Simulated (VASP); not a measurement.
Wanted: the native input for a VASP 6.6.1 run.

```
Task                   : single point
Functional             : PBEsol
Potentials or basis    : VASP PAW PBE potentials, release 64 (Ta_sv_GW, N)
Cutoff                 : 700 eV
k mesh                 : 9 × 9 × 8
Occupations            : fermi-dirac, width 0.05 eV
Spin                   : no spin polarisation
Dipole correction      : no
Further INCAR settings : ALGO = Normal; EDIFF = 1e-06; NBANDS = 16
```

The structure of TaN lies in POSCAR:

```
TaN
1.0
    2.8792400000      0.0000000000      0.0000000000
   -1.4396200000      2.4934949836      0.0000000000
    0.0000000000      0.0000000000      2.8830000000
Ta N
1 1
Direct
    0.0000000000      0.0000000000      0.5000000000
    0.6666666667      0.3333333333      0.0000000000
```

One way to write it, as run:

INCAR

```
SYSTEM = TaN
ALGO = Normal ; EDIFF = 1E-6
ENCUT = 700 ; GGA = PS
GGA_COMPAT = .FALSE. ; ISIF = 2
ISMEAR = -1 ; LASPH = .TRUE.
LCHARG = .FALSE. ; LREAL = .FALSE.
LWAVE = .FALSE. ; NBANDS = 16
NELM = 120 ; PREC = Accurate
SIGMA = 0.05
```

KPOINTS

```
k-points
0
G
  9 9 8
  0 0 0
```

Potentials or basis: VASP PAW PBE potentials, release 64 (Ta_sv_GW, N).

Run with:

```bash
$ cat potpaw_PBE.64/Ta_sv_GW/POTCAR potpaw_PBE.64/N/POTCAR > POTCAR
$ mpirun -np 1 vasp_std > vasp.out
```

It gave:

The pressure is 9.8 GPa and the band gap on the k mesh is zero (bands 9 and 10 overlap by 0.33 eV).

Caveat: the stress differs along the axes, from 2 to 14 GPa; the PAW data sets were made with another functional, which shifts forces and pressure a little; spin-orbit coupling is left out, which moves the levels of the heavy elements.

Wall time 48 s on 1 thread of Intel(R) Xeon(R) Platinum 8259CL CPU @ 2.50GHz (Skylake/Cascade Lake) (shared host), peak memory 0.19 GiB.
